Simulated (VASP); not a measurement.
# TiC3 (F-43m) in VASP: single point with PBE

Aim: the single point of TiC3 with PBE.

All numbers are computed with VASP 6.6.1; they aren't measurements. Logs are shortened: lines on timing, memory, paths and dates and some standing lists are left out, and cuts for length are marked.

## 1. The cell of the first run

The structure is cubic, space group F-43m (No. 216). The conventional cell has a = 6.654 Å, b = 6.654 Å, c = 6.654 Å, α = 90.00°, β = 90.00°, γ = 90.00°. Within 2.9 Å of Ti (site symmetry -43m) lie 6 C at 2.15 Å and 4 Ti at 2.88 Å. Ti (site symmetry -43m) has 12 C at 2.40 Å and 4 Ti at 2.88 Å within 3.2 Å. Within 2.2 Å of C (site symmetry 2mm) lie 4 C at 1.67 Å and 1 Ti at 2.15 Å.

The cell was generated, and may not be a known phase.

## 2. Single point, PBE

INCAR

```
PREC = Accurate
ENCUT = 600
EDIFF = 1E-6
ISMEAR = 0
SIGMA = 0.2
LREAL = False
LASPH = True
NELM = 120
ALGO = Normal
ISIF = 2
LWAVE = False
LCHARG = False
GGA = PE
NBANDS = 34
GGA_COMPAT = False
```

KPOINTS

```
Automatic mesh
0
Gamma
  4 4 4
```

POSCAR

```
TiC3
1.0
    0.0000000000      3.3270792107      3.3270792107
    3.3270792107      0.0000000000      3.3270792107
    3.3270792107      3.3270792107      0.0000000000
Ti C
2 6
Direct
    0.0000000000      0.0000000000      0.0000000000
    0.2500000000      0.2500000000      0.2500000000
    0.6772977254      0.3227022746      0.3227022746
    0.3227022746      0.6772977254      0.6772977254
    0.3227022746      0.6772977254      0.3227022746
    0.6772977254      0.3227022746      0.6772977254
    0.3227022746      0.3227022746      0.6772977254
    0.6772977254      0.6772977254      0.3227022746
```

Potentials or basis: VASP PAW PBE potentials, release 64 (Ti_sv, C).

Run with:

```
$ cat potpaw_PBE.64/Ti_sv/POTCAR potpaw_PBE.64/C/POTCAR > POTCAR
$ mpirun -np 1 vasp_std > vasp.out
```

OUTCAR:

```text
PREC = Accurate
   ENCUT = 600
   EDIFF = 1E-6
   ISMEAR = 0
   LREAL = False
   LASPH = True
   NELM = 120
   ISIF = 2
   GGA = PE

 ion  position               nearest neighbor table
   1  0.000  0.000  0.000-   3 2.15   4 2.15   5 2.15   6 2.15   7 2.15   8 2.15   2 2.88   2 2.88
                             2 2.88   2 2.88
   2  0.250  0.250  0.250-   3 2.40   5 2.40   7 2.40   4 2.40   6 2.40   7 2.40   4 2.40   5 2.40
                             8 2.40   3 2.40   6 2.40   8 2.40   1 2.88   1 2.88   1 2.88   1 2.88
   3  0.677  0.323  0.323-   5 1.67   6 1.67   7 1.67   8 1.67   1 2.15   2 2.40   2 2.40
   4  0.323  0.677  0.677-   5 1.67   6 1.67   7 1.67   8 1.67   1 2.15   2 2.40   2 2.40
   5  0.323  0.677  0.323-   3 1.67   4 1.67   7 1.67   8 1.67   1 2.15   2 2.40   2 2.40
   6  0.677  0.323  0.677-   3 1.67   4 1.67   7 1.67   8 1.67   1 2.15   2 2.40   2 2.40
   7  0.323  0.323  0.677-   3 1.67   4 1.67   5 1.67   6 1.67   1 2.15   2 2.40   2 2.40
   8  0.677  0.677  0.323-   3 1.67   4 1.67   5 1.67   6 1.67   1 2.15   2 2.40   2 2.40

  LATTYP: Found a face centered cubic cell.
 ALAT       =     6.6541584214

  Lattice vectors:

 A1 = (   0.0000000000,   3.3270792107,   3.3270792107)
 A2 = (   3.3270792107,   0.0000000000,   3.3270792107)
 A3 = (   3.3270792107,   3.3270792107,   0.0000000000)

Analysis of symmetry for initial positions (statically):
=====================================================================
 Subroutine PRICEL returns:
 Original cell was already a primitive cell.

 Routine SETGRP: Setting up the symmetry group for a
 face centered cubic supercell.

 Subroutine GETGRP returns: Found 24 space group operations
 (whereof 24 operations were pure point group operations)
 out of a pool of 48 trial point group operations.

The static configuration has the point symmetry T_d .

Analysis of symmetry for dynamics (positions and initial velocities):
=====================================================================
 Subroutine PRICEL returns:
 Original cell was already a primitive cell.

 Routine SETGRP: Setting up the symmetry group for a
 face centered cubic supercell.

 Subroutine GETGRP returns: Found 24 space group operations
 (whereof 24 operations were pure point group operations)
 out of a pool of 48 trial point group operations.

The dynamic configuration has the point symmetry T_d .

 Subroutine INISYM returns: Found 24 space group operations
 (whereof 24 operations are pure point group operations),
 and found     1 'primitive' translations

----------------------------------------------------------------------------------------

                                     Primitive cell

  volume of cell :      73.6579

  direct lattice vectors                    reciprocal lattice vectors
     0.000000000  3.327079211  3.327079211    -0.150281965  0.150281965  0.150281965
     3.327079211  0.000000000  3.327079211     0.150281965 -0.150281965  0.150281965
     3.327079211  3.327079211  0.000000000     0.150281965  0.150281965 -0.150281965

  length of vectors
     4.705200543  4.705200543  4.705200543     0.260295998  0.260295998  0.260295998

  position of ions in fractional coordinates (direct lattice)
     0.000000000  0.000000000  0.000000000
     0.250000000  0.250000000  0.250000000
     0.677297725  0.322702275  0.322702275
     0.322702275  0.677297725  0.677297725
     0.322702275  0.677297725  0.322702275
     0.677297725  0.322702275  0.677297725
     0.322702275  0.322702275  0.677297725
     0.677297725  0.677297725  0.322702275

  ion indices of the primitive-cell ions
   primitive index   ion index
                 1           1
                 2           2
                 3           3
                 4           4
                 5           5
                 6           6
                 7           7
                 8           8

----------------------------------------------------------------------------------------

 KPOINTS: Automatic mesh

Automatic generation of k-mesh.
 Grid dimensions read from file:
 generate k-points for:    4    4    4

 Generating k-lattice:

  Cartesian coordinates                     Fractional coordinates (reciprocal lattice)
    -0.037570491  0.037570491  0.037570491     0.250000000  0.000000000  0.000000000
     0.037570491 -0.037570491  0.037570491     0.000000000  0.250000000  0.000000000
     0.037570491  0.037570491 -0.037570491     0.000000000  0.000000000  0.250000000

  Length of vectors
     0.065074000  0.065074000  0.065074000

  Shift w.r.t. Gamma in fractional coordinates (k-lattice)
     0.000000000  0.000000000  0.000000000

 Subroutine IBZKPT returns following result:
 ===========================================

 Found      8 irreducible k-points:

 Following reciprocal coordinates:
            Coordinates               Weight
  0.000000  0.000000  0.000000      1.000000
  0.250000  0.000000  0.000000      8.000000
  0.500000  0.000000  0.000000      4.000000
  0.250000  0.250000  0.000000      6.000000
  0.500000  0.250000  0.000000     24.000000
 -0.250000  0.250000  0.000000     12.000000
  0.500000  0.500000  0.000000      3.000000
 -0.250000  0.500000  0.250000      6.000000
   k-points           NKPTS =      8   k-points in BZ     NKDIM =      8   number of bands    NBANDS=     34
   number of dos      NEDOS =    301   number of ions     NIONS =      8
   total plane-waves  NPLWV =  64000
   dimension x,y,z NGX =    40 NGY =   40 NGZ =   40
   dimension x,y,z NGXF=    80 NGYF=   80 NGZF=   80
   ions per type =               2   6
   NGX,Y,Z   is equivalent  to a cutoff of  14.13, 14.13, 14.13 a.u.
   NGXF,Y,Z  is equivalent  to a cutoff of  28.27, 28.27, 28.27 a.u.
 SYSTEM =  unknown system
   PREC   = accura    normal or accurate (medium, high low for compatibility)
   ISTART =      0    job   : 0-new  1-cont  2-samecut
   ICHARG =      2    charge: 1-file 2-atom 10-const
   ISPIN  =      1    spin polarized calculation?
   LNONCOLLINEAR =      F non collinear calculations
   LSORBIT =      F    spin-orbit coupling
   LASPH  =      T    aspherical Exc in radial PAW
   ENCUT  =  600.0 eV  44.10 Ry    6.64 a.u.   9.40  9.40  9.40*2*pi/ulx,y,z
   NELM   =    120;   NELMIN=  2; NELMDL= -5     # of ELM steps
   EDIFF  = 0.1E-05   stopping-criterion for ELM
   LREAL  =      F    real-space projection
   EDIFFG = 0.1E-04   stopping-criterion for IOM
   NSW    =      0    number of steps for IOM
   IBRION =     -1    ionic relax: 0-MD 1-quasi-New 2-CG
   NFREE  =      0    steps in history (QN), initial steepest desc. (CG)
   ISIF   =      2    stress and relaxation
   ISYM   =      2    0-nonsym 1-usesym 2-fastsym
   POTIM  = 0.5000    time-step for ionic-motion
   TEBEG  =    0.0;   TEEND  =   0.0 temperature during run
   PSTRESS=    0.0 pullay stress
   NELECT =      48.0000    total number of electrons
   NUPDOWN=      -1.0000    fix difference up-down
   EMIN   =  10.00;   EMAX   =-10.00  energy-range for DOS
   EFERMI =   0.00;   METHOD = LEGACY
   ISMEAR =     0;   SIGMA  =   0.20  broadening in eV -4-tet -1-fermi 0-gaus
   EFERMI_NEDOS =   21; number of points for ismear=-14 and -15
   IALGO  =     38    algorithm
   IMIX   =      4    mixing-type and parameters
     AMIX     =   0.40;   BMIX     =  1.00
     AMIX_MAG =   1.60;   BMIX_MAG =  1.00
  volume/ion in A,a.u.               =       9.21        62.13
  Fermi-wavevector in a.u.,A,eV,Ry     =   1.419326  2.682137 27.408743  2.014486
  Thomas-Fermi vector in A             =   2.540358
   LORBIT       =      0    0 simple, 1 ext, 2 COOP (PROOUT), +10 PAW based schemes
   GGA     = PE    functional components
   LHFCALC =     F    Hartree Fock is set to
   AEXX    =    0.0000 exact exchange contribution
   IVDW    =     0    specifies the selected vdW correction
   LEPSILON=     F    determine dielectric tensor
   LRPA    =     F    only Hartree local field effects (RPA)
 non-spin polarized calculation
 Gauss-broadening in eV      SIGMA  =   0.20
  energy-cutoff  :      600.00
  volume of cell :       73.66
 maximum number of plane-waves:      2477
 NGX is ok and might be reduce to    40
   NGX = 19   NGY = 19   NGZ = 19

 number of electron      47.9999997 magnetization

 Free energy of the ion-electron system (eV)
  ---------------------------------------------------
  ext. energy  EPLUGINS =         0.00000000
  ---------------------------------------------------
  free energy    TOTEN  =       -62.66396156 eV

  energy without entropy =      -62.60245617  energy(sigma->0) =      -62.63320886

 E-fermi :   8.8690     XC(G=0): -11.8617

 val. band max:        8.6973777872   @ k =   0.5000   0.2500   0.0000
 cond. band min:       8.9921660652   @ k =  -0.2500   0.2500   0.0000
 fundamental gap:      0.2947882780
 Fermi energy:         8.8689581430

 k-point     1 :       0.0000    0.0000    0.0000
  band No.  band energies     occupation
      1     -48.8566      2.00000
      2     -47.8174      2.00000
      3     -25.1711      2.00000
      4     -25.1711      2.00000
      5     -25.1711      2.00000
      6     -24.1424      2.00000
[... 26 lines left out ...]
     33      12.5231      0.00000
     34      12.5231      0.00000

 k-point     2 :       0.2500    0.0000    0.0000
  band No.  band energies     occupation
      1     -48.8557      2.00000
      2     -47.8182      2.00000
      3     -25.1759      2.00000
      4     -25.1747      2.00000
      5     -25.1747      2.00000
      6     -24.1444      2.00000
[... 26 lines left out ...]
     33      13.1490      0.00000
     34      13.1490      0.00000

 k-point     3 :       0.5000    0.0000    0.0000
  band No.  band energies     occupation
      1     -48.8549      2.00000
      2     -47.8190      2.00000
      3     -25.1811      2.00000
      4     -25.1783      2.00000
      5     -25.1783      2.00000
      6     -24.1458      2.00000
[... 26 lines left out ...]
     33      14.1136      0.00000
     34      14.1723      0.00000

 k-point     4 :       0.2500    0.2500    0.0000
  band No.  band energies     occupation
      1     -48.8555      2.00000
      2     -47.8185      2.00000
      3     -25.1794      2.00000
      4     -25.1794      2.00000
      5     -25.1703      2.00000
      6     -24.1503      2.00000
[... 26 lines left out ...]
     33      12.4989      0.00000
     34      12.5390      0.00000

 k-point     5 :       0.5000    0.2500    0.0000
  band No.  band energies     occupation
      1     -48.8546      2.00000
      2     -47.8193      2.00000
      3     -25.1902      2.00000
      4     -25.1830      2.00000
      5     -25.1681      2.00000
      6     -24.1534      2.00000
[... 26 lines left out ...]
     33      12.9102      0.00000
     34      13.0395      0.00000

 k-point     6 :      -0.2500    0.2500    0.0000
  band No.  band energies     occupation
      1     -48.8549      2.00000
      2     -47.8190      2.00000
      3     -25.1896      2.00000
      4     -25.1783      2.00000
      5     -25.1695      2.00000
      6     -24.1503      2.00000
[... 26 lines left out ...]
     33      12.8277      0.00000
     34      14.0935      0.00000

 k-point     7 :       0.5000    0.5000    0.0000
  band No.  band energies     occupation
      1     -48.8543      2.00000
      2     -47.8196      2.00000
      3     -25.1876      2.00000
      4     -25.1876      2.00000
      5     -25.1698      2.00000
      6     -24.1576      2.00000
[... 26 lines left out ...]
     33      12.1484      0.00000
     34      12.4770      0.00000

 k-point     8 :      -0.2500    0.5000    0.2500
  band No.  band energies     occupation
      1     -48.8543      2.00000
      2     -47.8196      2.00000
      3     -25.1929      2.00000
      4     -25.1877      2.00000
      5     -25.1646      2.00000
      6     -24.1559      2.00000
[... 26 lines left out ...]
     33      12.7541      0.00000
     34      13.0159      0.00000

------------------------ aborting loop because EDIFF is reached ----------------------------------------

  FORCE on cell =-STRESS in cart. coord.  units (eV):
  Direction    XX          YY          ZZ          XY          YZ          ZX
  --------------------------------------------------------------------------------------
  -------------------------------------------------------------------------------------
  Total       -0.1336834     -0.1336834     -0.1336834     -0.0000000     -0.0000000     -0.0000000
  in kB       -2.9078280     -2.9078280     -2.9078280     -0.0000000     -0.0000000     -0.0000000
  external PRESSURE =      -2.9078280 kB  Pullay stress =       0.0000000 kB

 VOLUME and BASIS-vectors are now :
 -----------------------------------------------------------------------------
  energy-cutoff  :      600.00
  volume of cell :       73.66
      direct lattice vectors                 reciprocal lattice vectors
     0.000000000  3.327079211  3.327079211    -0.150281965  0.150281965  0.150281965
     3.327079211  0.000000000  3.327079211     0.150281965 -0.150281965  0.150281965
     3.327079211  3.327079211  0.000000000     0.150281965  0.150281965 -0.150281965

 POSITION                                       TOTAL-FORCE (eV/Angst)
 -----------------------------------------------------------------------------------
      0.00000      0.00000      0.00000        -0.000000     -0.000000     -0.000000
      1.66354      1.66354      1.66354        -0.000000     -0.000000     -0.000000
      2.14731      3.32708      3.32708        -0.068279      0.000000     -0.000000
      4.50685      3.32708      3.32708         0.068279      0.000000     -0.000000
      3.32708      2.14731      3.32708        -0.000000     -0.068279     -0.000000
      3.32708      4.50685      3.32708        -0.000000      0.068279     -0.000000
      3.32708      3.32708      2.14731        -0.000000      0.000000     -0.068279
      3.32708      3.32708      4.50685        -0.000000      0.000000      0.068279
 -----------------------------------------------------------------------------------
    total drift:                               -0.000000     -0.000000     -0.000000

  FREE ENERGIE OF THE ION-ELECTRON SYSTEM (eV)
  ---------------------------------------------------
  free  energy   TOTEN  =       -62.6639615647 eV

  energy  without entropy=      -62.6024561653  energy(sigma->0) =      -62.63320886
```

Wall time 81 s (1 thread of Intel Xeon 8259CL, shared host); peak memory 0.24 GiB.

What came out:

```
Free energy            : -62.6640 eV
Pressure               : -0.3 GPa
Largest force          : 0.068 eV/Å
Band gap on the k mesh : zero (bands 24 and 25 overlap by 0.87 eV)
```

Forces on the atoms (eV/Å):
```
Ti   0.000  0.000  0.000
Ti   0.000  0.000  0.000
C   -0.068  0.000  0.000
C    0.068  0.000  0.000
C    0.000 -0.068  0.000
C    0.000  0.068  0.000
C    0.000  0.000 -0.068
C    0.000  0.000  0.068
```

Caveat: the k points lie up to 0.41 Å⁻¹ apart, too coarse for converged energies and pressures of a metal.

The gap in the log of VASP goes by the Fermi energy; the results here count the filled bands.